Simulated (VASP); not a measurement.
Here is a VASP 6.6.1 calculation.

File INCAR:

```
SYSTEM = Si9O16
  ALGO = Normal
  EDIFF = 1E-7
  ENCUT = 520
  GGA = PE
  ISIF = 2
  ISMEAR = -1
  LASPH = .True.
  LCHARG = .False.
  LREAL = Auto
  LWAVE = .False.
  NBANDS = 84
  NELM = 80
  PREC = Accurate
  SIGMA = 0.02
```

The input KPOINTS:

```
k-points
0
Gamma
  2 2 2
  0 0 0
```

POSCAR

```
Si9O16
1.0
   -4.1520000000     -4.1520000000      0.0000000000
    4.1520000000     -4.1520000000      0.0000000000
    0.0000000000      0.0000000000      5.3180000000
Si O
9 16
Direct
    0.5027697495      0.4614402697      0.0019556224
    0.0068641618      0.5083815029      0.2593832268
    0.5467846821      0.4569484586      0.5006205340
    0.0657634875      0.4979889210      0.7484392629
    0.0073819846      0.0246989403     -0.0109251598
    0.5011560694     -0.0282514451      0.2295975931
    0.0051421002      0.0118617534      0.4660962768
    0.6287692678      0.0187259152      0.7385483264
    0.3215799615      0.8432562620      0.7418014291
    0.2206647399      0.4699662813      0.0197254607
    0.0091160886      0.1923771676      0.2373072584
    0.8200024085      0.4890534682     -0.0106242948
   -0.0297928709      0.8026252408      0.2135201203
    0.2225915222      0.4645953757      0.4722640090
    0.0173289981      0.2039860308      0.7402783001
    0.8334778420      0.5040944123      0.5312335464
   -0.0915944123      0.8592485549      0.7402971042
    0.7151252408      0.0289739884      0.0427980444
    0.5326348748      0.6799132948      0.2446408424
    0.2847302505     -0.0127167630      0.0154193306
    0.5277215800      0.2893063584      0.2468409176
    0.6888728324      0.0162331407      0.4480819857
    0.5076348748      0.6215317919      0.7477059045
    0.2850553950     -0.0069966281      0.4500000000
    0.5095977842      0.2686536609      0.7551523129
```

Potentials or basis: VASP PAW PBE potentials, release 64 (Si, O).

Run with:

```console
$ cat potpaw_PBE.64/Si/POTCAR potpaw_PBE.64/O/POTCAR > POTCAR
$ mpirun -np 1 vasp_std > vasp.out
```

What does it give for the largest force?

4.194 eV/Å.

What does it give for the band gap on the k mesh?

2.30 eV.

Forces on the atoms (eV/Å):
```
Si  -2.052 -3.340  1.491
Si   0.183  0.857 -2.496
Si   1.816  0.377 -1.399
Si   3.023  0.048  0.560
Si   0.874  3.410  1.356
Si   0.718  0.297  0.824
Si   0.508  3.213  0.537
Si  -2.480  0.483  2.417
Si  -2.170  1.317 -1.411
O    0.595  0.686  0.218
O    2.871 -2.629  0.590
O   -1.218 -0.764  1.016
O   -2.605 -0.651  2.968
O    0.135 -0.611  0.498
O    0.097 -0.920 -0.842
O   -0.675  0.259 -3.060
O    0.928  0.377 -1.152
O    0.791  0.853 -3.870
O    0.504  0.896  0.009
O   -0.433 -0.536  0.724
O    1.120  0.459  0.490
O   -2.366 -2.581  0.970
O    0.541 -1.226 -0.090
O   -0.885  0.616  0.802
O    0.182 -0.889 -1.150
```

Caveat: the k points lie up to 0.59 Å⁻¹ apart.
